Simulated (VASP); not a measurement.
# ReRh2 (Fd-3m) in VASP: single point with PBEsol

Aim: the single point of ReRh2 with PBEsol.

Program: VASP 6.6.1. These are calculated values, not measurements. Logs are shortened: lines on timing, memory, paths and dates and some standing lists are left out, and cuts for length are marked.

### 1 The cell of the first run

The structure is cubic, space group Fd-3m (No. 227). The conventional cell has a = 6.789 Å, b = 6.789 Å, c = 6.789 Å, α = 90.00°, β = 90.00°, γ = 90.00°. Rh (site symmetry -3m) has 6 Rh at 2.40 Å and 6 Re at 2.81 Å within 3.2 Å. Re (site symmetry -43m) has 12 Rh at 2.81 Å and 4 Re at 2.94 Å within 3.7 Å.

### 2 Single point, PBEsol

Input file POSCAR:

```
ReRh2
1.0
    0.0000000000      3.3944147700      3.3944147700
    3.3944147700      0.0000000000      3.3944147700
    3.3944147700      3.3944147700      0.0000000000
Rh Re
4 2
Direct
    0.6250000000      0.6250000000      0.6250000000
    0.1250000000      0.6250000000      0.6250000000
    0.6250000000      0.6250000000      0.1250000000
    0.6250000000      0.1250000000      0.6250000000
    0.0000000000      0.0000000000      0.0000000000
    0.2500000000      0.2500000000      0.2500000000
```

Input file INCAR.step1:

```
SYSTEM = ReRh2
PREC     = Accurate       ! precision mode
ENCUT    = 520            ! plane-wave cutoff, eV
EDIFF    = 1E-7           ! SCF threshold, eV
ISMEAR   = -1             ! smearing method
SIGMA    = 0.1            ! smearing width, eV
LREAL    = .False.        ! projectors in reciprocal space
LASPH    = .True.         ! aspherical terms in the spheres
NELM     = 100            ! most SCF steps
ALGO     = Fast           ! electronic algorithm
ISIF     = 2              ! what is computed and relaxed
LWAVE    = .False.        ! write WAVECAR
LCHARG   = .True.         ! write CHGCAR
LMAXMIX  = 4              ! l up to which the mixer works
GGA      = PS             ! functional
NBANDS   = 46             ! bands
```

Input file KPOINTS.step1:

```
regular mesh
0
Gamma
  9 9 9
  0 0 0
```

Input file INCAR.step2:

```
SYSTEM = ReRh2
PREC     = Accurate       ! precision mode
ENCUT    = 520            ! plane-wave cutoff, eV
EDIFF    = 1E-7           ! SCF threshold, eV
ISMEAR   = -5             ! smearing method
SIGMA    = 0.1            ! smearing width, eV
LREAL    = .False.        ! projectors in reciprocal space
LASPH    = .True.         ! aspherical terms in the spheres
NELM     = 100            ! most SCF steps
ALGO     = Fast           ! electronic algorithm
ISIF     = 2              ! what is computed and relaxed
LWAVE    = .False.        ! write WAVECAR
LCHARG   = .False.        ! write CHGCAR
LMAXMIX  = 4              ! l up to which the mixer works
GGA      = PS             ! functional
LORBIT   = 11             ! projections on sites
NEDOS    = 2001           ! points of the DOS
ICHARG   = 11             ! starting density
```

Input file KPOINTS.step2:

```
regular mesh
0
Gamma
  14 14 14
  0 0 0
```

Potentials or basis: VASP PAW PBE potentials, release 64 (Rh_pv, Re).

Run with:

```bash
$ cat potpaw_PBE.64/Rh_pv/POTCAR potpaw_PBE.64/Re/POTCAR > POTCAR
$ cp INCAR.step1 INCAR
$ cp KPOINTS.step1 KPOINTS
$ mpirun -np 1 vasp_std > vasp.out
$ cp INCAR.step2 INCAR
$ cp KPOINTS.step2 KPOINTS
$ mpirun -np 1 vasp_std > vasp.out
```

OUTCAR:

```text
SYSTEM = ReRh2
   PREC = Accurate
   ENCUT = 520
   EDIFF = 1E-7
   ISMEAR = -5
   LREAL = .False.
   LASPH = .True.
   NELM = 100
   ISIF = 2
   GGA = PS
   LORBIT = 11
   ICHARG = 11

 ion  position               nearest neighbor table
   1  0.625  0.625  0.625-   2 2.40   3 2.40   4 2.40   3 2.40   4 2.40   2 2.40   6 2.81   5 2.81
                             6 2.81   5 2.81   6 2.81   5 2.81
   2  0.125  0.625  0.625-   1 2.40   3 2.40   4 2.40   1 2.40   3 2.40   4 2.40   6 2.81   5 2.81
                             5 2.81   6 2.81   5 2.81   6 2.81
   3  0.625  0.625  0.125-   1 2.40   1 2.40   2 2.40   4 2.40   4 2.40   2 2.40   6 2.81   5 2.81
                             6 2.81   5 2.81   6 2.81   5 2.81
   4  0.625  0.125  0.625-   1 2.40   3 2.40   1 2.40   2 2.40   3 2.40   2 2.40   6 2.81   5 2.81
                             6 2.81   5 2.81   6 2.81   5 2.81
   5  0.000  0.000  0.000-   1 2.81   1 2.81   1 2.81   2 2.81   3 2.81   4 2.81   4 2.81   2 2.81
                             4 2.81   3 2.81   2 2.81   3 2.81   6 2.94   6 2.94   6 2.94   6 2.94
   6  0.250  0.250  0.250-   2 2.81   3 2.81   4 2.81   1 2.81   1 2.81   1 2.81   2 2.81   2 2.81
                             3 2.81   4 2.81   3 2.81   4 2.81   5 2.94   5 2.94   5 2.94   5 2.94

  LATTYP: Found a face centered cubic cell.
 ALAT       =     6.7888295400

  Lattice vectors:

 A1 = (   0.0000000000,   3.3944147700,   3.3944147700)
 A2 = (   3.3944147700,   0.0000000000,   3.3944147700)
 A3 = (   3.3944147700,   3.3944147700,   0.0000000000)

Analysis of symmetry for initial positions (statically):
=====================================================================
 Subroutine PRICEL returns:
 Original cell was already a primitive cell.

 Routine SETGRP: Setting up the symmetry group for a
 face centered cubic supercell.

 Subroutine GETGRP returns: Found 48 space group operations
 (whereof 24 operations were pure point group operations)
 out of a pool of 48 trial point group operations.

The static configuration has the point symmetry T_d .
 The point group associated with its full space group is O_h .

Analysis of symmetry for dynamics (positions and initial velocities):
=====================================================================
 Subroutine PRICEL returns:
 Original cell was already a primitive cell.

 Routine SETGRP: Setting up the symmetry group for a
 face centered cubic supercell.

 Subroutine GETGRP returns: Found 48 space group operations
 (whereof 24 operations were pure point group operations)
 out of a pool of 48 trial point group operations.

The dynamic configuration has the point symmetry T_d .
 The point group associated with its full space group is O_h .

 Subroutine INISYM returns: Found 48 space group operations
 (whereof 24 operations are pure point group operations),
 and found     1 'primitive' translations

----------------------------------------------------------------------------------------

                                     Primitive cell

  volume of cell :      78.2212

  direct lattice vectors                    reciprocal lattice vectors
     0.000000000  3.394414770  3.394414770    -0.147300797  0.147300797  0.147300797
     3.394414770  0.000000000  3.394414770     0.147300797 -0.147300797  0.147300797
     3.394414770  3.394414770  0.000000000     0.147300797  0.147300797 -0.147300797

  length of vectors
     4.800427404  4.800427404  4.800427404     0.255132464  0.255132464  0.255132464

  position of ions in fractional coordinates (direct lattice)
     0.625000000  0.625000000  0.625000000
     0.125000000  0.625000000  0.625000000
     0.625000000  0.625000000  0.125000000
     0.625000000  0.125000000  0.625000000
     0.000000000  0.000000000  0.000000000
     0.250000000  0.250000000  0.250000000

  ion indices of the primitive-cell ions
   primitive index   ion index
                 1           1
                 2           2
                 3           3
                 4           4
                 5           5
                 6           6

----------------------------------------------------------------------------------------

 KPOINTS: regular mesh

Automatic generation of k-mesh.
 Grid dimensions read from file:
 generate k-points for:   14   14   14

 Generating k-lattice:

  Cartesian coordinates                     Fractional coordinates (reciprocal lattice)
    -0.010521485  0.010521485  0.010521485     0.071428571  0.000000000  0.000000000
     0.010521485 -0.010521485  0.010521485     0.000000000  0.071428571  0.000000000
     0.010521485  0.010521485 -0.010521485     0.000000000  0.000000000  0.071428571

  Length of vectors
     0.018223747  0.018223747  0.018223747

  Shift w.r.t. Gamma in fractional coordinates (k-lattice)
     0.000000000  0.000000000  0.000000000

 TETIRR: Found    389 inequivalent tetrahedra from    16464

 Subroutine IBZKPT returns following result:
 ===========================================

 Found    104 irreducible k-points:

 Following reciprocal coordinates:
            Coordinates               Weight
  0.000000  0.000000  0.000000      1.000000
  0.071429  0.000000  0.000000      8.000000
  0.142857  0.000000  0.000000      8.000000
  0.214286  0.000000  0.000000      8.000000
  0.285714  0.000000  0.000000      8.000000
  0.357143  0.000000  0.000000      8.000000
[... 16 lines left out ...]
  0.214286  0.142857  0.000000     24.000000
  0.285714  0.142857  0.000000     24.000000
 [... further k-points ...]
   k-points           NKPTS =    104   k-points in BZ     NKDIM =    104   number of bands    NBANDS=     44
   number of dos      NEDOS =   2001   number of ions     NIONS =      6
   total plane-waves  NPLWV =  46656
   dimension x,y,z NGX =    36 NGY =   36 NGZ =   36
   dimension x,y,z NGXF=    72 NGYF=   72 NGZF=   72
   ions per type =               4   2
   NGX,Y,Z   is equivalent  to a cutoff of  12.47, 12.47, 12.47 a.u.
   NGXF,Y,Z  is equivalent  to a cutoff of  24.93, 24.93, 24.93 a.u.
 SYSTEM =  ReRh2
   PREC   = accura    normal or accurate (medium, high low for compatibility)
   ISTART =      0    job   : 0-new  1-cont  2-samecut
   ICHARG =     11    charge: 1-file 2-atom 10-const
   ISPIN  =      1    spin polarized calculation?
   LNONCOLLINEAR =      F non collinear calculations
   LSORBIT =      F    spin-orbit coupling
   LASPH  =      T    aspherical Exc in radial PAW
   ENCUT  =  520.0 eV  38.22 Ry    6.18 a.u.   8.93  8.93  8.93*2*pi/ulx,y,z
   NELM   =    100;   NELMIN=  2; NELMDL=  0     # of ELM steps
   EDIFF  = 0.1E-06   stopping-criterion for ELM
   LREAL  =      F    real-space projection
   EDIFFG = 0.1E-05   stopping-criterion for IOM
   NSW    =      0    number of steps for IOM
   IBRION =     -1    ionic relax: 0-MD 1-quasi-New 2-CG
   NFREE  =      0    steps in history (QN), initial steepest desc. (CG)
   ISIF   =      2    stress and relaxation
   ISYM   =      2    0-nonsym 1-usesym 2-fastsym
   POTIM  = 0.5000    time-step for ionic-motion
   TEBEG  =    0.0;   TEEND  =   0.0 temperature during run
   PSTRESS=    0.0 pullay stress
   NELECT =      74.0000    total number of electrons
   NUPDOWN=      -1.0000    fix difference up-down
   EMIN   =  10.00;   EMAX   =-10.00  energy-range for DOS
   EFERMI =   0.00;   METHOD = LEGACY
   ISMEAR =    -5;   SIGMA  =   0.10  broadening in eV -4-tet -1-fermi 0-gaus
   EFERMI_NEDOS =   21; number of points for ismear=-14 and -15
   IALGO  =     68    algorithm
   IMIX   =      4    mixing-type and parameters
     AMIX     =   0.40;   BMIX     =  1.00
     AMIX_MAG =   1.60;   BMIX_MAG =  1.00
  volume/ion in A,a.u.               =      13.04        87.98
  Fermi-wavevector in a.u.,A,eV,Ry     =   1.607103  3.036985 35.140875  2.582781
  Thomas-Fermi vector in A             =   2.703185
   LORBIT       =     11    0 simple, 1 ext, 2 COOP (PROOUT), +10 PAW based schemes
   GGA     = PS    functional components
   LHFCALC =     F    Hartree Fock is set to
   AEXX    =    0.0000 exact exchange contribution
   IVDW    =     0    specifies the selected vdW correction
   LEPSILON=     F    determine dielectric tensor
   LRPA    =     F    only Hartree local field effects (RPA)
 non-spin polarized calculation
 RMM-DIIS sequential band-by-band and
 Fermi weights with tetrahedron method with Bloechl corrections
  energy-cutoff  :      520.00
  volume of cell :       78.22
 maximum number of plane-waves:      2134

 number of electron      74.0000021 magnetization

 Free energy of the ion-electron system (eV)
  ---------------------------------------------------
  ext. energy  EPLUGINS =         0.00000000
  ---------------------------------------------------
  free energy    TOTEN  =       -55.93439310 eV

  energy without entropy =      -55.93439310  energy(sigma->0) =      -55.93439310

 E-fermi :  11.9319     XC(G=0): -14.5394

 val. band max:       11.9939455135   @ k =  -0.2857   0.5000   0.2143
 cond. band min:      11.9027102612   @ k =   0.2857   0.0000   0.0000
 fundamental gap:     -0.0912352523
 Fermi energy:        11.9318904785

 k-point     1 :       0.0000    0.0000    0.0000
  band No.  band energies     occupation
      1     -36.6482      2.00000
      2     -35.6101      2.00000
      3     -35.6101      2.00000
      4     -35.6101      2.00000
      5     -35.2519      2.00000
      6     -35.2519      2.00000
[... 36 lines left out ...]
     43      14.0911      0.00000
     44      14.1211      0.00000

 k-point     2 :       0.0714    0.0000    0.0000
  band No.  band energies     occupation
      1     -36.6341      2.00000
      2     -35.6079      2.00000
      3     -35.6036      2.00000
      4     -35.6036      2.00000
      5     -35.2487      2.00000
      6     -35.2487      2.00000
[... 36 lines left out ...]
     43      14.0911      0.00000
     44      14.3085      0.00000

 k-point     3 :       0.1429    0.0000    0.0000
  band No.  band energies     occupation
      1     -36.5932      2.00000
      2     -35.6007      2.00000
      3     -35.5853      2.00000
      4     -35.5853      2.00000
      5     -35.2383      2.00000
      6     -35.2383      2.00000
[... 976 lines left out ...]
     43      13.8419      0.00000
     44      15.1996      0.00000

 k-point    24 :       0.2857    0.1429    0.0000
  band No.  band energies     occupation
      1     -36.4575      2.00000
      2     -35.6260      2.00000
      3     -35.5054      2.00000
      4     -35.5014      2.00000
      5     -35.2286      2.00000
      6     -35.1712      2.00000
[... 36 lines left out ...]
     43      13.8275      0.00000
     44      15.6008      0.00000

 [... further k-points ...]

------------------------ aborting loop because EDIFF is reached ----------------------------------------

  FORCE on cell =-STRESS in cart. coord.  units (eV):
  Direction    XX          YY          ZZ          XY          YZ          ZX
  --------------------------------------------------------------------------------------
  -------------------------------------------------------------------------------------
  Total       16.5516684     16.5516684     16.5516684      0.0000000     -0.0000000      0.0000000
  in kB      339.0218110    339.0218110    339.0218110      0.0000000     -0.0000000      0.0000000
  external PRESSURE =     339.0218110 kB  Pullay stress =       0.0000000 kB

 VOLUME and BASIS-vectors are now :
 -----------------------------------------------------------------------------
  energy-cutoff  :      520.00
  volume of cell :       78.22
      direct lattice vectors                 reciprocal lattice vectors
     0.000000000  3.394414770  3.394414770    -0.147300797  0.147300797  0.147300797
     3.394414770  0.000000000  3.394414770     0.147300797 -0.147300797  0.147300797
     3.394414770  3.394414770  0.000000000     0.147300797  0.147300797 -0.147300797

 POSITION                                       TOTAL-FORCE (eV/Angst)
 -----------------------------------------------------------------------------------
      4.24302      4.24302      4.24302         0.000000     -0.000000      0.000000
      4.24302      2.54581      2.54581         0.000000     -0.000000      0.000000
      2.54581      2.54581      4.24302         0.000000     -0.000000      0.000000
      2.54581      4.24302      2.54581         0.000000     -0.000000      0.000000
      0.00000      0.00000      0.00000        -0.000000     -0.000000     -0.000000
      1.69721      1.69721      1.69721         0.000000      0.000000      0.000000
 -----------------------------------------------------------------------------------
    total drift:                                0.000000      0.000000      0.000000

  FREE ENERGIE OF THE ION-ELECTRON SYSTEM (eV)
  ---------------------------------------------------
  free  energy   TOTEN  =       -55.9343931011 eV

  energy  without entropy=      -55.9343931011  energy(sigma->0) =      -55.93439310

 total charge

# of ion       s       p       d       tot
------------------------------------------
    1        0.500   6.460   7.288  14.249
    2        0.500   6.460   7.288  14.249
    3        0.500   6.460   7.288  14.249
    4        0.500   6.460   7.288  14.249
    5        0.541   0.548   4.656   5.745
    6        0.541   0.548   4.656   5.745
--------------------------------------------------
tot          3.081  26.938  38.466  68.485
```

Wall time 9 min (1 thread of Intel Xeon 6975P-C (Granite Rapids), shared host); peak memory 0.39 GiB.

Results:

```
Valence electrons inside the program's atomic spheres : Rh 14.25; Re 5.75
```

Caveat: the PAW data sets were made with another functional, which shifts forces and pressure a little; spin-orbit coupling is left out, which moves the levels of the heavy elements; tetrahedron occupations give inexact forces and stress in metals.
